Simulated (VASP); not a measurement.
# Ni (Fm-3m) in VASP: single point with PBEsol

Aim: the single point of Ni with PBEsol.

Program: VASP 6.6.1. These are calculated values, not measurements. Logs are shortened: lines on timing, memory, paths and dates and some standing lists are left out, and cuts for length are marked.

### Step 1. The cell of the first run

Symmetry: Fm-3m, No. 225, cubic system. Conventional cell: a = 3.529 Å, b = 3.529 Å, c = 3.529 Å, α = 90.00°, β = 90.00°, γ = 90.00°. Within 3.3 Å of Ni (site symmetry m-3m) lie 12 Ni at 2.50 Å.

### Step 2. Single point, PBEsol, collinear spin, ferromagnetic start

File INCAR:

```
SYSTEM = Ni
PREC     = Accurate       ! precision mode
ENCUT    = 520            ! plane-wave cutoff, eV
EDIFF    = 1E-6           ! SCF threshold, eV
ISMEAR   = -1             ! smearing method
SIGMA    = 0.1            ! smearing width, eV
LREAL    = .False.        ! projectors in reciprocal space
LASPH    = .True.         ! aspherical terms in the spheres
NELM     = 150            ! most SCF steps
ALGO     = Normal         ! electronic algorithm
ISIF     = 2              ! what is computed and relaxed
LWAVE    = .False.        ! write WAVECAR
LCHARG   = .False.        ! write CHGCAR
ISPIN    = 2              ! spin polarisation
MAGMOM   = 2 2            ! initial moments
LORBIT   = 11             ! projections on sites
LMAXMIX  = 4              ! l up to which the mixer works
GGA      = PS             ! functional
NBANDS   = 21             ! bands
ISYM     = 0
```

File KPOINTS:

```
regular mesh
0
Gamma
  7 12 10
  0 0 0
```

File POSCAR:

```
Ni
1.0
   -1.7645800000     -3.5291600000     -1.7645800000
   -1.7645800000      0.0000000000     -1.7645800000
    1.7645800000      0.0000000000     -1.7645800000
Ni
2
Direct
    0.0000000000      0.0000000000      0.0000000000
    0.5000000000      0.0000000000      0.5000000000
```

Potentials or basis: VASP PAW PBE potentials, release 64 (Ni).

The run is started by

```sh
> cat potpaw_PBE.64/Ni/POTCAR > POTCAR
> mpirun -np 1 vasp_std > vasp.out
```

OUTCAR:

```text
SYSTEM = Ni
   PREC = Accurate
   ENCUT = 520
   EDIFF = 1E-6
   ISMEAR = -1
   LREAL = .False.
   LASPH = .True.
   NELM = 150
   ISIF = 2
   ISPIN = 2
   LORBIT = 11
   GGA = PS
   ISYM = 0

 ion  position               nearest neighbor table
   1  0.000  0.000  0.000-   2 2.50   2 2.50   2 2.50   2 2.50   2 2.50   2 2.50   2 2.50   2 2.50

   2  0.500  0.000  0.500-   1 2.50   1 2.50   1 2.50   1 2.50   1 2.50   1 2.50   1 2.50   1 2.50

IMPORTANT INFORMATION: All symmetrisations will be switched off!
NOSYMM: (Re-)initialisation of all symmetry stuff for point group C_1.

----------------------------------------------------------------------------------------

                                     Primitive cell

  volume of cell :      21.9778

  direct lattice vectors                    reciprocal lattice vectors
    -1.764580000 -3.529160000 -1.764580000     0.000000000 -0.283353546  0.000000000
    -1.764580000  0.000000000 -1.764580000    -0.283353546  0.283353546 -0.283353546
     1.764580000  0.000000000 -1.764580000     0.283353546  0.000000000 -0.283353546

  length of vectors
     4.322320610  2.495492968  2.495492968     0.283353546  0.490782738  0.400722428

  position of ions in fractional coordinates (direct lattice)
     0.000000000  0.000000000  0.000000000
     0.500000000  0.000000000  0.500000000

  ion indices of the primitive-cell ions
   primitive index   ion index
                 1           1
                 2           2

----------------------------------------------------------------------------------------

 KPOINTS: regular mesh

Automatic generation of k-mesh.
 Grid dimensions read from file:
 generate k-points for:    7   12   10

 Generating k-lattice:

  Cartesian coordinates                     Fractional coordinates (reciprocal lattice)
     0.000000000 -0.040479078  0.000000000     0.142857143  0.000000000  0.000000000
    -0.023612795  0.023612795 -0.023612795     0.000000000  0.083333333  0.000000000
     0.028335355  0.000000000 -0.028335355     0.000000000  0.000000000  0.100000000

  Length of vectors
     0.040479078  0.040898561  0.040072243

  Shift w.r.t. Gamma in fractional coordinates (k-lattice)
     0.000000000  0.000000000  0.000000000

 -----------------------------------------------------------------------------
|                                                                             |
|           W    W    AA    RRRRR   N    N  II  N    N   GGGG   !!!           |
|           W    W   A  A   R    R  NN   N  II  NN   N  G    G  !!!           |
|           W    W  A    A  R    R  N N  N  II  N N  N  G       !!!           |
|           W WW W  AAAAAA  RRRRR   N  N N  II  N  N N  G  GGG   !            |
|           WW  WW  A    A  R   R   N   NN  II  N   NN  G    G                |
|           W    W  A    A  R    R  N    N  II  N    N   GGGG   !!!           |
|                                                                             |
|     Your reciprocal lattice and k-lattice belong to different lattice       |
[... 87 lines left out ...]
   GGA     = PS    functional components
   LHFCALC =     F    Hartree Fock is set to
   AEXX    =    0.0000 exact exchange contribution
   IVDW    =     0    specifies the selected vdW correction
   LEPSILON=     F    determine dielectric tensor
   LRPA    =     F    only Hartree local field effects (RPA)
 spin polarized calculation
  energy-cutoff  :      520.00
  volume of cell :       21.98
 maximum number of plane-waves:       609
   NGX = 17   NGY =  9   NGZ =  9

 number of electron      19.9999988 magnetization       1.2564036

 Free energy of the ion-electron system (eV)
  ---------------------------------------------------
  ext. energy  EPLUGINS =         0.00000000
  ---------------------------------------------------
  free energy    TOTEN  =       -12.28267605 eV

  energy without entropy =      -12.17135851  energy(sigma->0) =      -12.22701728

 E-fermi :   9.0374     XC(G=0): -13.3760

 val. band max:        9.0372271999   @ k =   0.1429  -0.4167   0.2000
 cond. band min:       9.0378470385   @ k =   0.0000   0.0000   0.3000
 fundamental gap:      0.0006198386
 Fermi energy:         9.0373582623

 spin component 1

 k-point     1 :       0.0000    0.0000    0.0000
  band No.  band energies     occupation
      1       0.0576      1.00000
      2       4.4375      1.00000
      3       4.9049      1.00000
      4       6.6503      1.00000
      5       6.6552      1.00000
      6       6.6562      1.00000
[... 565 lines left out ...]
     20      33.2358      0.00000
     21      39.7356      0.00000

 [... further k-points ...]

 spin component 2

 k-point     1 :       0.0000    0.0000    0.0000
  band No.  band energies     occupation
      1       0.0472      1.00000
      2       4.8168      1.00000
      3       5.4998      1.00000
      4       7.3656      1.00000
      5       7.3684      1.00000
      6       7.3721      1.00000
[... 565 lines left out ...]
     20      33.3480      0.00000
     21      39.7404      0.00000

 [... further k-points ...]
[... 5 lines left out ...]
  --------------------------------------------------------------------------------------
  -------------------------------------------------------------------------------------
  Total       -1.4881925     -1.4948105     -1.4881938     -0.0012059     -0.0012082      0.0050238
  in kB     -108.4889881   -108.9714323   -108.4890811     -0.0879067     -0.0880763      0.3662306
  external PRESSURE =    -108.6498338 kB  Pullay stress =       0.0000000 kB

 VOLUME and BASIS-vectors are now :
 -----------------------------------------------------------------------------
  energy-cutoff  :      520.00
  volume of cell :       21.98
      direct lattice vectors                 reciprocal lattice vectors
    -1.764580000 -3.529160000 -1.764580000     0.000000000 -0.283353546  0.000000000
    -1.764580000  0.000000000 -1.764580000    -0.283353546  0.283353546 -0.283353546
     1.764580000  0.000000000 -1.764580000     0.283353546  0.000000000 -0.283353546

 POSITION                                       TOTAL-FORCE (eV/Angst)
 -----------------------------------------------------------------------------------
      0.00000      0.00000      0.00000         0.000000      0.000001     -0.000000
      0.00000     -1.76458     -1.76458        -0.000000     -0.000001      0.000000
 -----------------------------------------------------------------------------------
    total drift:                                0.000001     -0.000001      0.000000

  FREE ENERGIE OF THE ION-ELECTRON SYSTEM (eV)
  ---------------------------------------------------
  free  energy   TOTEN  =       -12.2826760497 eV

  energy  without entropy=      -12.1713585073  energy(sigma->0) =      -12.22701728

 total charge

# of ion       s       p       d       tot
------------------------------------------
    1        0.496   0.494   8.305   9.295
    2        0.496   0.494   8.305   9.295
--------------------------------------------------
tot          0.993   0.988  16.610  18.590

 magnetization (x)

# of ion       s       p       d       tot
------------------------------------------
    1       -0.006  -0.023   0.667   0.638
    2       -0.006  -0.023   0.667   0.638
--------------------------------------------------
tot         -0.012  -0.045   1.333   1.276
```

Run time: 2.4 min. Hardware: 1 thread of Intel Xeon Platinum 8488C (Sapphire Rapids), shared host; peak memory 0.36 GiB.

Results:

* Free energy: -12.2827 eV
* Pressure: -10.9 GPa
* Net moment: 1.26 μB per cell
* Site moments: Ni +0.64 μB
* Valence electrons inside the program's atomic spheres: Ni 9.29

Levels at points of the mesh, in eV from the Fermi level:
Spin up:
```tsv
k point	band 8	band 9	band 10	band 11	band 12	band 13	band 14	band 15
(0.00, 0.00, 0.00)	-1.24	-0.54	-0.44	-0.44	2.40	9.11	14.68	14.68
(0.00, 0.50, 0.00)	-0.58	-0.58	-0.58	-0.31	-0.31	5.58	5.58	22.12
(0.00, 0.00, 0.50)	-1.67	-1.35	-1.35	0.95	0.95	11.41	11.41	12.78
(0.00, 0.50, 0.50)	-1.31	-0.44	-0.44	7.65	7.65	7.65	7.65	9.88
```
Spin down:
| k point | band 8 | band 9 | band 10 | band 11 | band 12 | band 13 |
| --- | --- | --- | --- | --- | --- | --- |
| (0.00, 0.00, 0.00) | -0.62 | 0.11 | 0.37 | 0.38 | 2.39 | 9.38 |
| (0.00, 0.50, 0.00) | -0.35 | 0.16 | 0.16 | 0.16 | 0.17 | 6.00 |
| (0.00, 0.00, 0.50) | -1.08 | -0.58 | -0.58 | 1.52 | 1.52 | 11.60 |
| (0.00, 0.50, 0.50) | -0.71 | 0.38 | 0.38 | 7.84 | 7.84 | 7.84 |

Caveat: the PAW data sets were made with another functional, which shifts forces and pressure a little.
